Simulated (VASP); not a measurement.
A run of VASP 6.6.1:

INCAR

```
SYSTEM = MgO
PREC = Accurate ; ENCUT = 520
EDIFF = 1E-6 ; ISMEAR = 0
SIGMA = 0.05 ; LREAL = .False.
LASPH = .True. ; NELM = 100
ALGO = Normal ; ISIF = 2
LWAVE = .False. ; LCHARG = .True.
GGA = PE ; LELF = .True.
LVHAR = .True. ; NBANDS = 26
```

KPOINTS

```
Automatic mesh
0
Gamma
  9 9 2
  0 0 0
```

The input POSCAR:

```
MgO
1.0
    3.1712000000      0.0000000000      0.0000000000
   -1.5856000000      2.7463397605      0.0000000000
    0.0000000000      0.0000000000     11.3550000000
Mg O
4 4
Direct
    0.3333333333      0.6666666667      0.9694906392
    0.0000000000      0.0000000000      0.2208211786
    0.0000000000      0.0000000000      0.7208211786
    0.6666666667      0.3333333333      0.4694906392
    0.3333333333      0.6666666667      0.7800420079
    0.0000000000      0.0000000000      0.5296443544
    0.0000000000      0.0000000000      0.0296443544
    0.6666666667      0.3333333333      0.2800420079
```

Potentials or basis: VASP PAW PBE potentials, release 64 (Mg, O).

Run with:

```bash
$ cat potpaw_PBE.64/Mg/POTCAR potpaw_PBE.64/O/POTCAR > POTCAR
$ mpirun -np 1 vasp_std > vasp.out
```

Hardware: 1 thread of Intel(R) Xeon(R) Platinum 8124M CPU @ 3.00GHz (Skylake/Cascade Lake), on a shared host.

Question: Estimate the wall time of this run.

Answer: Wall time 49 s on 1 thread of Intel(R) Xeon(R) Platinum 8124M CPU @ 3.00GHz (Skylake/Cascade Lake), on a shared host, peak memory 0.22 GiB. Counts: scf iterations 14, k points 24.
